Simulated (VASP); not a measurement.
# ScBe4Al2B3 (P-6m2) in VASP: a series of runs

Runs on ScBe4Al2B3. Level: PBE. Tasks: single point.

All numbers are computed with VASP 6.6.1; they aren't measurements. Logs are shortened: lines on timing, memory, paths and dates and some standing lists are left out, and cuts for length are marked.

## (1) The cell of the first run

The structure is hexagonal, space group P-6m2 (No. 187). The conventional cell has a = 4.361 Å, b = 4.361 Å, c = 7.241 Å, α = 90.00°, β = 90.00°, γ = 120.00°. Sc (site symmetry -6m2) has 9 Be at 2.52 to 3.08 Å and 3 Al at 2.52 Å and 6 B at 3.08 Å within 3.3 Å. Be (site symmetry 3m) has 1 Be at 1.77 Å and 1 Al at 1.85 Å within 2.3 Å. Be (site symmetry -6m2) has 2 Be at 1.77 Å within 2.3 Å. Be (site symmetry -6m2) has 2 B at 1.84 Å within 2.4 Å. Within 2.4 Å of Al (site symmetry -6m2) lie 2 B at 1.78 Å. Al (site symmetry -6m2) has 5 Be at 1.85 to 2.52 Å and 3 B at 2.52 Å within 2.6 Å. B (site symmetry 3m) has 1 Al at 1.78 Å and 1 Be at 1.84 Å within 2.4 Å. Within 3.3 Å of B (site symmetry -6m2) lie 3 Al at 2.52 Å and 9 Be at 2.52 to 3.13 Å and 6 B at 3.12 Å.

The cell was generated, and may not be a known phase.

## (2) Single point, PBE

INCAR

```
SYSTEM = ScBe4Al2B3
PREC = Accurate ; ENCUT = 520
EDIFF = 1E-6 ; ISMEAR = 0
SIGMA = 0.1 ; LREAL = .False.
LASPH = .True. ; NELM = 60
ALGO = Normal ; ISIF = 2
LWAVE = .False. ; LCHARG = .True.
GGA = PE ; LELF = .True.
LVHAR = .True. ; NBANDS = 28
```

KPOINTS

```
regular mesh
0
Gamma
  6 6 4
  0 0 0
```

POSCAR

```
ScBe4Al2B3
1.0
    4.3610089700      0.0000000000      0.0000000000
   -2.1805044900      3.7767445500      0.0000000000
    0.0000000000      0.0000000000      7.2414407900
Sc Be Al B
1 4 2 3
Direct
    0.6666666700      0.3333333300      0.0000000000
    0.3333333300      0.6666666700      0.7558285600
    0.3333333300      0.6666666700      0.2441714400
    0.3333333300      0.6666666700      0.0000000000
    0.0000000000      0.0000000000      0.5000000000
    0.0000000000      0.0000000000      0.0000000000
    0.3333333300      0.6666666700      0.5000000000
    0.0000000000      0.0000000000      0.2458927600
    0.0000000000      0.0000000000      0.7541072400
    0.6666666700      0.3333333300      0.5000000000
```

Potentials or basis: VASP PAW PBE potentials, release 64 (Sc_sv, Be, Al, B).

Command:

```
$ cat potpaw_PBE.64/Sc_sv/POTCAR potpaw_PBE.64/Be/POTCAR potpaw_PBE.64/Al/POTCAR potpaw_PBE.64/B/POTCAR > POTCAR
$ mpirun -np 1 vasp_std > vasp.out
```

OUTCAR:

```text
SYSTEM = ScBe4Al2B3
   PREC = Accurate
   ENCUT = 520
   EDIFF = 1E-6
   ISMEAR = 0
   LREAL = .False.
   LASPH = .True.
   NELM = 60
   ISIF = 2
   GGA = PE

 ion  position               nearest neighbor table
   1  0.667  0.333  0.000-   4 2.52   4 2.52   6 2.52   6 2.52   6 2.52   4 2.52
   2  0.333  0.667  0.756-   4 1.77   7 1.85
   3  0.333  0.667  0.244-   4 1.77   7 1.85
   4  0.333  0.667  0.000-   2 1.77   3 1.77   1 2.52   1 2.52   6 2.52   6 2.52   6 2.52   1 2.52

   5  0.000  0.000  0.500-   8 1.84   9 1.84   7 2.52   7 2.52   7 2.52
   6  0.000  0.000  0.000-   8 1.78   9 1.78   1 2.52   4 2.52   4 2.52   1 2.52   1 2.52   4 2.52

   7  0.333  0.667  0.500-   2 1.85   3 1.85  10 2.52  10 2.52   5 2.52   5 2.52   5 2.52  10 2.52

   8  0.000  0.000  0.246-   6 1.78   5 1.84
   9  0.000  0.000  0.754-   6 1.78   5 1.84
  10  0.667  0.333  0.500-   7 2.52   7 2.52   7 2.52

  LATTYP: Found a hexagonal cell.
 ALAT       =     4.3610089700
 C/A-ratio  =     1.6604966511

  Lattice vectors:

 A1 = (   4.3610089700,   0.0000000000,   0.0000000000)
 A2 = (  -2.1805044900,   3.7767445500,   0.0000000000)
 A3 = (   0.0000000000,   0.0000000000,   7.2414407900)

Analysis of symmetry for initial positions (statically):
=====================================================================
 Subroutine PRICEL returns:
 Original cell was already a primitive cell.

 Routine SETGRP: Setting up the symmetry group for a
 hexagonal supercell.

 Subroutine GETGRP returns: Found 12 space group operations
 (whereof 12 operations were pure point group operations)
 out of a pool of 24 trial point group operations.

The static configuration has the point symmetry D_3h.

Analysis of symmetry for dynamics (positions and initial velocities):
=====================================================================
 Subroutine PRICEL returns:
 Original cell was already a primitive cell.

 Routine SETGRP: Setting up the symmetry group for a
 hexagonal supercell.

 Subroutine GETGRP returns: Found 12 space group operations
 (whereof 12 operations were pure point group operations)
 out of a pool of 24 trial point group operations.

The dynamic configuration has the point symmetry D_3h.

 Subroutine INISYM returns: Found 12 space group operations
 (whereof 12 operations are pure point group operations),
 and found     1 'primitive' translations

----------------------------------------------------------------------------------------

                                     Primitive cell

  volume of cell :     119.2695

  direct lattice vectors                    reciprocal lattice vectors
     4.361008970  0.000000000  0.000000000     0.229304734  0.132389150  0.000000000
    -2.180504490  3.776744550  0.000000000     0.000000000  0.264778300  0.000000000
     0.000000000  0.000000000  7.241440790     0.000000000  0.000000000  0.138094066

  length of vectors
     4.361008970  4.361008969  7.241440790     0.264778300  0.264778300  0.138094066

  position of ions in fractional coordinates (direct lattice)
     0.666666670  0.333333330  0.000000000
     0.333333330  0.666666670  0.755828560
     0.333333330  0.666666670  0.244171440
     0.333333330  0.666666670  0.000000000
     0.000000000  0.000000000  0.500000000
     0.000000000  0.000000000  0.000000000
     0.333333330  0.666666670  0.500000000
     0.000000000  0.000000000  0.245892760
     0.000000000  0.000000000  0.754107240
     0.666666670  0.333333330  0.500000000

  ion indices of the primitive-cell ions
   primitive index   ion index
                 1           1
                 2           2
                 3           3
                 4           4
                 5           5
                 6           6
                 7           7
                 8           8
                 9           9
                10          10

----------------------------------------------------------------------------------------

 KPOINTS: regular mesh

Automatic generation of k-mesh.
 Grid dimensions read from file:
 generate k-points for:    6    6    4

 Generating k-lattice:

  Cartesian coordinates                     Fractional coordinates (reciprocal lattice)
     0.038217456  0.022064858  0.000000000     0.166666667  0.000000000  0.000000000
     0.000000000  0.044129717  0.000000000     0.000000000  0.166666667  0.000000000
     0.000000000  0.000000000  0.034523516     0.000000000  0.000000000  0.250000000

  Length of vectors
     0.044129717  0.044129717  0.034523516

  Shift w.r.t. Gamma in fractional coordinates (k-lattice)
     0.000000000  0.000000000  0.000000000

 Subroutine IBZKPT returns following result:
 ===========================================

 Found     21 irreducible k-points:

 Following reciprocal coordinates:
            Coordinates               Weight
  0.000000  0.000000  0.000000      1.000000
  0.166667 -0.000000  0.000000      6.000000
  0.333333  0.000000  0.000000      6.000000
  0.500000 -0.000000  0.000000      3.000000
  0.166667  0.166667  0.000000      6.000000
  0.333333  0.166667  0.000000     12.000000
[... 13 lines left out ...]
  0.333333  0.166667  0.500000     12.000000
  0.333333  0.333333  0.500000      2.000000
   k-points           NKPTS =     21   k-points in BZ     NKDIM =     21   number of bands    NBANDS=     28
   number of dos      NEDOS =    301   number of ions     NIONS =     10
   total plane-waves  NPLWV =  55296
   dimension x,y,z NGX =    32 NGY =   32 NGZ =   54
   dimension x,y,z NGXF=    64 NGYF=   64 NGZF=  108
   ions per type =               1   4   2   3
   NGX,Y,Z   is equivalent  to a cutoff of  12.20, 12.20, 12.40 a.u.
   NGXF,Y,Z  is equivalent  to a cutoff of  24.40, 24.40, 24.79 a.u.
 SYSTEM =  ScBe4Al2B3
   PREC   = accura    normal or accurate (medium, high low for compatibility)
   ISTART =      0    job   : 0-new  1-cont  2-samecut
   ICHARG =      2    charge: 1-file 2-atom 10-const
   ISPIN  =      1    spin polarized calculation?
   LNONCOLLINEAR =      F non collinear calculations
   LSORBIT =      F    spin-orbit coupling
   LASPH  =      T    aspherical Exc in radial PAW
   ENCUT  =  520.0 eV  38.22 Ry    6.18 a.u.   8.11  8.11 13.46*2*pi/ulx,y,z
   NELM   =     60;   NELMIN=  2; NELMDL= -5     # of ELM steps
   EDIFF  = 0.1E-05   stopping-criterion for ELM
   LREAL  =      F    real-space projection
   EDIFFG = 0.1E-04   stopping-criterion for IOM
   NSW    =      0    number of steps for IOM
   IBRION =     -1    ionic relax: 0-MD 1-quasi-New 2-CG
   NFREE  =      0    steps in history (QN), initial steepest desc. (CG)
   ISIF   =      2    stress and relaxation
   ISYM   =      2    0-nonsym 1-usesym 2-fastsym
   POTIM  = 0.5000    time-step for ionic-motion
   TEBEG  =    0.0;   TEEND  =   0.0 temperature during run
   PSTRESS=    0.0 pullay stress
   NELECT =      34.0000    total number of electrons
   NUPDOWN=      -1.0000    fix difference up-down
   EMIN   =  10.00;   EMAX   =-10.00  energy-range for DOS
   EFERMI =   0.00;   METHOD = LEGACY
   ISMEAR =     0;   SIGMA  =   0.10  broadening in eV -4-tet -1-fermi 0-gaus
   EFERMI_NEDOS =   21; number of points for ismear=-14 and -15
   IALGO  =     38    algorithm
   IMIX   =      4    mixing-type and parameters
     AMIX     =   0.40;   BMIX     =  1.00
     AMIX_MAG =   1.60;   BMIX_MAG =  1.00
  volume/ion in A,a.u.               =      11.93        80.49
  Fermi-wavevector in a.u.,A,eV,Ry     =   1.077435  2.036058 15.794558  1.160867
  Thomas-Fermi vector in A             =   2.213347
   LORBIT       =      0    0 simple, 1 ext, 2 COOP (PROOUT), +10 PAW based schemes
   GGA     = PE    functional components
   LHFCALC =     F    Hartree Fock is set to
   AEXX    =    0.0000 exact exchange contribution
   IVDW    =     0    specifies the selected vdW correction
   LEPSILON=     F    determine dielectric tensor
   LRPA    =     F    only Hartree local field effects (RPA)
 non-spin polarized calculation
 Gauss-broadening in eV      SIGMA  =   0.10
  energy-cutoff  :      520.00
  volume of cell :      119.27
 maximum number of plane-waves:      3240
   NGX = 17   NGY = 17   NGZ = 27

 number of electron      34.0000001 magnetization

 Free energy of the ion-electron system (eV)
  ---------------------------------------------------
  ext. energy  EPLUGINS =         0.00000000
  ---------------------------------------------------
  free energy    TOTEN  =       -33.20062723 eV

  energy without entropy =      -33.17873633  energy(sigma->0) =      -33.18968178

 E-fermi :   5.4405     XC(G=0): -10.2487

 val. band max:        5.4187492407   @ k =   0.0000   0.0000   0.2500
 cond. band min:       5.4455392409   @ k =   0.3333   0.1667   0.5000
 fundamental gap:      0.0267900003
 Fermi energy:         5.4405065165

 k-point     1 :       0.0000    0.0000    0.0000
  band No.  band energies     occupation
      1     -44.1038      2.00000
      2     -22.8200      2.00000
      3     -22.8200      2.00000
      4     -22.8170      2.00000
      5      -5.2507      2.00000
      6      -3.2124      2.00000
[... 20 lines left out ...]
     27       8.1137      0.00000
     28       9.7976      0.00000

 k-point     2 :       0.1667   -0.0000    0.0000
  band No.  band energies     occupation
      1     -44.1036      2.00000
      2     -22.8266      2.00000
      3     -22.8217      2.00000
      4     -22.8163      2.00000
      5      -5.0118      2.00000
      6      -2.9810      2.00000
[... 581 lines left out ...]
 k-point    21 :       0.3333    0.3333    0.5000
  band No.  band energies     occupation
      1     -44.1026      2.00000
      2     -22.8414      2.00000
      3     -22.8355      2.00000
      4     -22.8137      2.00000
      5      -3.2344      2.00000
      6      -2.3798      2.00000
[... 20 lines left out ...]
     27       9.1168      0.00000
     28       9.6822      0.00000

------------------------ aborting loop because EDIFF is reached ----------------------------------------

  FORCE on cell =-STRESS in cart. coord.  units (eV):
  Direction    XX          YY          ZZ          XY          YZ          ZX
  --------------------------------------------------------------------------------------
  -------------------------------------------------------------------------------------
  Total       -1.6980692     -1.6980692     50.3798449      0.0000000      0.0000000      0.0000000
  in kB      -22.8105832    -22.8105831    676.7649112      0.0000000      0.0000000      0.0000000
  external PRESSURE =     210.3812483 kB  Pullay stress =       0.0000000 kB

 VOLUME and BASIS-vectors are now :
 -----------------------------------------------------------------------------
  energy-cutoff  :      520.00
  volume of cell :      119.27
      direct lattice vectors                 reciprocal lattice vectors
     4.361008970  0.000000000  0.000000000     0.229304734  0.132389150  0.000000000
    -2.180504490  3.776744550  0.000000000     0.000000000  0.264778300  0.000000000
     0.000000000  0.000000000  7.241440790     0.000000000  0.000000000  0.138094066

 POSITION                                       TOTAL-FORCE (eV/Angst)
 -----------------------------------------------------------------------------------
      2.18050      1.25891      0.00000         0.000000     -0.000000      0.000000
     -0.00000      2.51783      5.47329         0.000000      0.000000      3.433169
     -0.00000      2.51783      1.76815         0.000000      0.000000     -3.433169
     -0.00000      2.51783      0.00000         0.000000      0.000000      0.000000
      0.00000      0.00000      3.62072         0.000000      0.000000      0.000000
      0.00000      0.00000      0.00000         0.000000     -0.000000      0.000000
     -0.00000      2.51783      3.62072        -0.000000      0.000000      0.000000
      0.00000      0.00000      1.78062         0.000000      0.000000      5.197173
      0.00000      0.00000      5.46082         0.000000      0.000000     -5.197173
      2.18050      1.25891      3.62072        -0.000000      0.000000      0.000000
 -----------------------------------------------------------------------------------
    total drift:                               -0.000026      0.000015      0.000000

  FREE ENERGIE OF THE ION-ELECTRON SYSTEM (eV)
  ---------------------------------------------------
  free  energy   TOTEN  =       -33.2006272278 eV

  energy  without entropy=      -33.1787363300  energy(sigma->0) =      -33.18968178
```

Wall time 2 min (1 thread of Intel Xeon 8259CL, shared host); peak memory 0.27 GiB.

Results:

- Free energy: -33.2006 eV
- Pressure: 21.0 GPa
- Largest force: 5.197 eV/Å
- Band gap on the k mesh: zero (bands 17 and 18 overlap by 0.81 eV)

Forces in eV/Å, atoms in the order of the input:
```
Sc   0.000  0.000  0.000
Be   0.000  0.000  3.433
Be   0.000  0.000 -3.433
Be   0.000  0.000  0.000
Be   0.000  0.000  0.000
Al   0.000  0.000  0.000
Al   0.000  0.000  0.000
B    0.000  0.000  5.197
B    0.000  0.000 -5.197
B    0.000  0.000  0.000
```

Stress tensor (GPa, compression positive):
```
-2.28  0.00  0.00
 0.00 -2.28  0.00
 0.00  0.00 67.68
```

Caveat: the stress differs along the axes, from -2 to 68 GPa; forces of over 1 eV/Å act on the atoms, so gaps and moduli don't describe the material at rest.

(Continued in part 2 of 2.)

The gap in the log of VASP goes by the Fermi energy; the results here count the filled bands.